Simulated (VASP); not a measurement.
## Sc: single point with PBE

The system is Sc.

```xyz
1
Lattice="-1.4599 1.4599 1.4599 1.4599 -1.4599 1.4599 1.4599 1.4599 -1.4599" Properties=species:S:1:pos:R:3 pbc="T T T"
Sc    0.0000    0.0000    0.0000
```

This cell differs from its parent crystal: volume scaled by 0.5.

```json
{
 "Program": "VASP 6.6.1",
 "Task": "single point",
 "Functional": "PBE",
 "Potentials or basis": "VASP PAW PBE potentials, release 64 (Sc_sv)",
 "Cutoff": "520 eV",
 "k mesh": "16 × 16 × 16",
 "Occupations": "fermi-dirac, width 0.05 eV",
 "Spin": "no spin polarisation"
}
```

The pressure is 97.4 GPa.

Levels at points of the mesh, in eV from the Fermi level:
| k point | band 3 | band 4 | band 5 | band 6 | band 7 | band 8 | band 9 | band 10 |
| --- | --- | --- | --- | --- | --- | --- | --- | --- |
| (0.00, 0.00, 0.00) | -25.37 | -25.37 | -5.03 | 2.30 | 2.30 | 2.30 | 5.30 | 5.30 |
| (0.50, 0.00, 0.00) | -26.22 | -25.44 | -3.03 | -0.33 | 4.39 | 5.61 | 6.23 | 8.68 |
| (0.50, 0.50, 0.50) | -27.26 | -27.26 | -3.59 | -3.59 | 7.92 | 7.92 | 7.92 | 13.22 |

Wall time 12 s on 1 thread of Intel(R) Xeon(R) Platinum 8488C (Sapphire Rapids), with other jobs on the host, peak memory 0.14 GiB.
